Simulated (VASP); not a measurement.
# SnTe in VASP: single point with PBEsol

Aim: the single point of SnTe with PBEsol.

Program: VASP 6.6.1. These are calculated values, not measurements. Logs are shortened: lines on timing, memory, paths and dates and some standing lists are left out, and cuts for length are marked.

### 1 The cell of the first run

The cell holds a slab with vacuum, 16 atoms: a = 4.444 Å, b = 4.444 Å, c = 34.996 Å, α = 90.00°, β = 90.00°, γ = 90.00°.

### 2 Single point, PBEsol

INCAR reads:

```
SYSTEM = SnTe
  PREC = Accurate
  ENCUT = 520
  EDIFF = 1E-6
  ISMEAR = -1
  SIGMA = 0.05
  LREAL = Auto
  LASPH = .True.
  NELM = 100
  ALGO = Normal
  ISIF = 2
  LWAVE = .False.
  LCHARG = .True.
  GGA = PS
  LVHAR = .True.
  NBANDS = 94
  KPAR = 4
```

KPOINTS reads:

```
Automatic mesh
0
Gamma
  6 6 1
  0 0 0
```

POSCAR reads:

```
SnTe
1.0
    3.1422500000      3.1422500000      0.0000000000
   -3.1422500000      3.1422500000      0.0000000000
    0.0000000000      0.0000000000     34.9957470000
Te Sn
8 8
Direct
    0.5038990000      0.4985590000      0.1854410000
    0.5032610000      0.4987930000      0.3649580000
    0.5020140000      0.5002050000      0.5447720000
    0.5017610000      0.5013510000      0.7249860000
    0.0045370000      0.9993770000      0.2752470000
    0.0025720000      0.9994090000      0.4554770000
    0.0009630000      0.0006850000      0.6352950000
    0.0007560000      0.0018030000      0.8147680000
    0.9973720000      0.9953420000      0.1907600000
    0.9985300000      0.9967450000      0.3677080000
    0.9985650000      0.0000280000      0.5469710000
    0.9971580000      0.0021500000      0.7289540000
    0.5008950000      0.4978300000      0.2712130000
    0.4987100000      0.4984240000      0.4531880000
    0.4954130000      0.5009880000      0.6324530000
    0.4907230000      0.5034040000      0.8094440000
```

Potentials or basis: VASP PAW PBE potentials, release 64 (Te, Sn_d).

Launch:

```bash
$ cat potpaw_PBE.64/Te/POTCAR potpaw_PBE.64/Sn_d/POTCAR > POTCAR
$ mpirun -np 4 vasp_std > vasp.out
```

OUTCAR:

```text
SYSTEM = SnTe
   PREC = Accurate
   ENCUT = 520
   EDIFF = 1E-6
   ISMEAR = -1
   LREAL = Auto
   LASPH = .True.
   NELM = 100
   ISIF = 2
   GGA = PS

 ion  position               nearest neighbor table
   1  0.504  0.499  0.185-  13 3.00   9 3.12   9 3.14   9 3.16   9 3.18
   2  0.503  0.499  0.365-  14 3.09  10 3.12  10 3.14  10 3.15  10 3.17  13 3.28
   3  0.502  0.500  0.545-  15 3.07  11 3.13  11 3.13  11 3.15  11 3.15  14 3.21
   4  0.502  0.501  0.725-  16 2.96  12 3.13  12 3.13  12 3.16  12 3.16  15 3.24
   5  0.005  0.999  0.275-   9 2.96  13 3.13  13 3.14  13 3.15  13 3.16  10 3.24
   6  0.003  0.999  0.455-  10 3.07  14 3.13  14 3.13  14 3.15  14 3.16  11 3.20
   7  0.001  0.001  0.635-  11 3.09  15 3.13  15 3.13  15 3.16  15 3.16  12 3.28
   8  0.001  0.002  0.815-  12 3.00  16 3.11  16 3.12  16 3.17  16 3.18
   9  0.997  0.995  0.191-   5 2.96   1 3.12   1 3.14   1 3.16   1 3.18
  10  0.999  0.997  0.368-   6 3.07   2 3.12   2 3.14   2 3.15   2 3.17   5 3.24
  11  0.999  0.000  0.547-   7 3.09   3 3.13   3 3.13   3 3.15   3 3.15   6 3.20
  12  0.997  0.002  0.729-   8 3.00   4 3.13   4 3.13   4 3.16   4 3.16   7 3.28
  13  0.501  0.498  0.271-   1 3.00   5 3.13   5 3.14   5 3.15   5 3.16   2 3.28
  14  0.499  0.498  0.453-   2 3.09   6 3.13   6 3.13   6 3.15   6 3.16   3 3.21
  15  0.495  0.501  0.632-   3 3.07   7 3.13   7 3.13   7 3.16   7 3.16   4 3.24
  16  0.491  0.503  0.809-   4 2.96   8 3.11   8 3.12   8 3.17   8 3.18

  LATTYP: Found a simple tetragonal cell.
 ALAT       =     4.4438125664
 C/A-ratio  =     7.8751627071

  Lattice vectors:

 A1 = (   3.1422500000,   3.1422500000,   0.0000000000)
 A2 = (  -3.1422500000,   3.1422500000,   0.0000000000)
 A3 = (   0.0000000000,   0.0000000000,  34.9957470000)

Analysis of symmetry for initial positions (statically):
=====================================================================
 Subroutine PRICEL returns:
 Original cell was already a primitive cell.

 Routine SETGRP: Setting up the symmetry group for a
 simple tetragonal supercell.

 Subroutine GETGRP returns: Found  1 space group operations
 (whereof  1 operations were pure point group operations)
 out of a pool of 16 trial point group operations.

The static configuration has the point symmetry C_1 .

Analysis of symmetry for dynamics (positions and initial velocities):
=====================================================================
 Subroutine PRICEL returns:
 Original cell was already a primitive cell.

 Routine SETGRP: Setting up the symmetry group for a
 simple tetragonal supercell.

 Subroutine GETGRP returns: Found  1 space group operations
 (whereof  1 operations were pure point group operations)
[... 128 lines left out ...]
   NSW    =      0    number of steps for IOM
[... 5 lines left out ...]
   TEBEG  =    0.0;   TEEND  =   0.0 temperature during run
   PSTRESS=    0.0 pullay stress
   NELECT =     160.0000    total number of electrons
   NUPDOWN=      -1.0000    fix difference up-down
   EMIN   =  10.00;   EMAX   =-10.00  energy-range for DOS
   EFERMI =   0.00;   METHOD = LEGACY
   ISMEAR =    -1;   SIGMA  =   0.05  broadening in eV -4-tet -1-fermi 0-gaus
   EFERMI_NEDOS =   21; number of points for ismear=-14 and -15
   IALGO  =     38    algorithm
   IMIX   =      4    mixing-type and parameters
     AMIX     =   0.40;   BMIX     =  1.00
     AMIX_MAG =   1.60;   BMIX_MAG =  1.00
  volume/ion in A,a.u.               =      43.19       291.48
  Fermi-wavevector in a.u.,A,eV,Ry     =   1.005247  1.899640 13.748967  1.010521
  Thomas-Fermi vector in A             =   2.137914
   LORBIT       =      0    0 simple, 1 ext, 2 COOP (PROOUT), +10 PAW based schemes
   GGA     = PS    functional components
   LHFCALC =     F    Hartree Fock is set to
   AEXX    =    0.0000 exact exchange contribution
   IVDW    =     0    specifies the selected vdW correction
   LEPSILON=     F    determine dielectric tensor
   LRPA    =     F    only Hartree local field effects (RPA)
 non-spin polarized calculation
  energy-cutoff  :      520.00
  volume of cell :      691.08
 maximum number of plane-waves:     18687
 NGX is ok and might be reduce to    36
   NGX = 17   NGY = 17   NGZ =131

 number of electron     159.9999985 magnetization

 Free energy of the ion-electron system (eV)
  ---------------------------------------------------
  ext. energy  EPLUGINS =         0.00000000
  ---------------------------------------------------
  free energy    TOTEN  =       -66.14217984 eV

  energy without entropy =      -66.14095341  energy(sigma->0) =      -66.14156662

 E-fermi :   3.8162     XC(G=0):  -7.2874

 val. band max:        3.5749740748   @ k =   0.0000   0.5000   0.0000
 cond. band min:       4.0575090334   @ k =   0.0000   0.5000   0.0000
 fundamental gap:      0.4825349586
 Fermi energy:         3.8161566649

 k-point     1 :       0.0000    0.0000    0.0000
  band No.  band energies     occupation
      1     -18.0002      2.00000
      2     -17.9955      2.00000
      3     -17.9862      2.00000
      4     -17.9806      2.00000
      5     -17.9777      2.00000
      6     -17.9751      2.00000
[... 1889 lines left out ...]
     91       7.2052      0.00000
     92       7.2081      0.00000
 [bands above 92 left out]

------------------------ aborting loop because EDIFF is reached ----------------------------------------

  FORCE on cell =-STRESS in cart. coord.  units (eV):
  Direction    XX          YY          ZZ          XY          YZ          ZX
  --------------------------------------------------------------------------------------
  -------------------------------------------------------------------------------------
  Total        0.5399313      0.4968907      0.1388134      0.0191199     -0.0006036      0.0319305
  in kB        1.2517636      1.1519794      0.3218217      0.0443272     -0.0013995      0.0740269
  external PRESSURE =       0.9085216 kB  Pullay stress =       0.0000000 kB

 VOLUME and BASIS-vectors are now :
 -----------------------------------------------------------------------------
  energy-cutoff  :      520.00
  volume of cell :      691.08
      direct lattice vectors                 reciprocal lattice vectors
     3.142250000  3.142250000  0.000000000     0.159121649  0.159121649  0.000000000
    -3.142250000  3.142250000  0.000000000    -0.159121649  0.159121649  0.000000000
     0.000000000  0.000000000 34.995747000     0.000000000  0.000000000  0.028574901

 POSITION                                       TOTAL-FORCE (eV/Angst)
 -----------------------------------------------------------------------------------
      0.01678      3.14997      6.48965        -0.000460      0.001171     -0.006579
      0.01404      3.14870     12.77198        -0.002887      0.001125     -0.003660
      0.00568      3.14922     19.06470        -0.002126     -0.001599     -0.009445
      0.00129      3.15203     25.37143        -0.008312     -0.008030     -0.024241
     -3.12604      3.15455      9.63247        -0.004335     -0.006723      0.017278
     -3.13231      3.14847     15.93976        -0.003163     -0.003213      0.001046
[... 8 lines left out ...]
     -0.01752      3.13094     22.13317        -0.003126     -0.005231      0.008469
     -0.03985      3.12380     28.32710         0.014370     -0.006560      0.013210
 -----------------------------------------------------------------------------------
    total drift:                                0.025660      0.018752     -0.008282

  FREE ENERGIE OF THE ION-ELECTRON SYSTEM (eV)
  ---------------------------------------------------
  free  energy   TOTEN  =       -66.1421798371 eV

  energy  without entropy=      -66.1409534098  energy(sigma->0) =      -66.14156662
```

OSZICAR:

```text
N       E                     dE             d eps       ncg     rms          rms(c)
DAV:   1     0.172364035833E+04    0.17236E+04   -0.69194E+04  3960   0.183E+03
DAV:   2     0.237562264319E+03   -0.14861E+04   -0.14546E+04  3904   0.481E+02
DAV:   3    -0.407955417483E+02   -0.27836E+03   -0.26688E+03  4272   0.205E+02
[... 19 lines left out ...]
DAV:  23    -0.661421404538E+02   -0.36015E-05   -0.94400E-07  2632   0.479E-03    0.687E-03
DAV:  24    -0.661421460657E+02   -0.56119E-05   -0.19956E-07  2270   0.227E-03    0.571E-03
DAV:  25    -0.661421722776E+02   -0.26212E-04   -0.16330E-06  2752   0.890E-03    0.256E-03
DAV:  26    -0.661421797974E+02   -0.75199E-05   -0.91143E-07  2494   0.388E-03    0.443E-03
DAV:  27    -0.661421798371E+02   -0.39650E-07   -0.17393E-07  2268   0.220E-03
   1 F= -.66142180E+02 E0= -.66141567E+02  d E =-.122643E-02
```

stdout:

```text
POSCAR found type information on POSCAR TeSn
 POSCAR found :  2 types and      16 ions
 scaLAPACK will be used
 -----------------------------------------------------------------------------
|                                                                             |
|                                                                             |
|     You enforced a specific xc type in the INCAR file but a different       |
|     I HOPE YOU KNOW WHAT YOU ARE DOING!                                     |
|                                                                             |
 -----------------------------------------------------------------------------

 LDA part: xc-table for (Slater+PW92), standard interpolation
 POSCAR, INCAR and KPOINTS ok, starting setup
 FFT: planning ... GRIDC
 FFT: planning ... GRID_SOFT
 FFT: planning ... GRID
 WAVECAR not read
 entering main loop
```

It took 29 min on 4 MPI ranks of Oxide Virtual Turin-like, shared host; peak memory 1.2 GiB.

Results:

```
Free energy            : -66.1422 eV
Largest force          : 0.027 eV/Å
Band gap on the k mesh : 0.48 eV
```

Forces on the atoms (eV/Å):
```
Te   0.000  0.001 -0.007
Te  -0.003  0.001 -0.004
Te  -0.002 -0.002 -0.009
Te  -0.008 -0.008 -0.024
Te  -0.004 -0.007  0.017
Te  -0.003 -0.003  0.001
Te   0.001  0.005 -0.004
Te  -0.001 -0.003  0.006
Sn   0.001  0.004 -0.016
Sn  -0.003  0.004  0.000
Sn   0.006  0.005  0.005
Sn   0.006  0.003 -0.007
Sn   0.001  0.005  0.014
Sn  -0.001  0.006  0.005
Sn  -0.003 -0.005  0.008
Sn   0.014 -0.007  0.013
```

Levels at points of the mesh, in eV from the valence-band top:
| k point | band 78 | band 79 | band 80 | band 81 | band 82 | band 83 |
| --- | --- | --- | --- | --- | --- | --- |
| (0.00, 0.00, 0.00) | -1.39 | -1.01 | -0.72 | 1.21 | 1.65 | 1.86 |
| (0.50, 0.00, 0.00) | -0.31 | -0.01 | 0.00 | 0.49 | 0.49 | 0.65 |
| (0.00, 0.50, 0.00) | -0.31 | -0.01 | 0.00 | 0.48 | 0.49 | 0.65 |
| (0.50, 0.50, 0.00) | -1.81 | -0.92 | -0.91 | 1.40 | 1.41 | 2.43 |

Caveat: there is no dipole correction, which matters where the two faces differ; semilocal functionals underestimate gaps, and a narrow one can read as zero; the PAW data sets were made with another functional, which shifts forces and pressure a little; spin-orbit coupling is left out, which moves the levels of the heavy elements.
